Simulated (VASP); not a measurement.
Wanted: the native input for a VASP 6.6.1 run.

```
Task                   : single point
Functional             : PBE
Potentials or basis    : VASP PAW PBE potentials, release 64 (Zn)
Cutoff                 : 520 eV
k mesh                 : 18 × 18 × 18
Occupations            : gaussian, width 0.1 eV
Spin                   : no spin polarisation
Dipole correction      : no
Further INCAR settings : ALGO = Normal; EDIFF = 1e-07; NBANDS = 12
```

The structure of Zn lies in POSCAR:

```
Zn
1.0
    0.0000000000      2.0278146706      2.0278146706
    2.0278146706      0.0000000000      2.0278146706
    2.0278146706      2.0278146706      0.0000000000
Zn
1
Direct
    0.0000000000      0.0000000000      0.0000000000
```

This cell differs from its parent crystal: volume scaled by 1.10.

These files were run (other wordings do the same):

INCAR

```
SYSTEM = Zn
  PREC = Accurate
  ENCUT = 520
  EDIFF = 1E-7
  ISMEAR = 0
  SIGMA = 0.1
  LREAL = .False.
  LASPH = .True.
  NELM = 60
  ALGO = Normal
  ISIF = 2
  LWAVE = .False.
  LCHARG = .True.
  GGA = PE
  LELF = .True.
  LVHAR = .True.
  NBANDS = 12
```

KPOINTS

```
Automatic mesh
0
Gamma
  18 18 18
  0 0 0
```

Potentials or basis: VASP PAW PBE potentials, release 64 (Zn).

Command:

```console
$ cat potpaw_PBE.64/Zn/POTCAR > POTCAR
$ mpirun -np 1 vasp_std > vasp.out
```

Results of the run:

- Pressure: -4.9 GPa
- Band gap on the k mesh: zero (band 6 reaches 4.07 eV, above the bottom of band 7 at 0.92 eV)

Wall time 16 s on 1 thread of Intel(R) Xeon(R) Platinum 8488C (Sapphire Rapids) (shared host), peak memory 0.16 GiB.
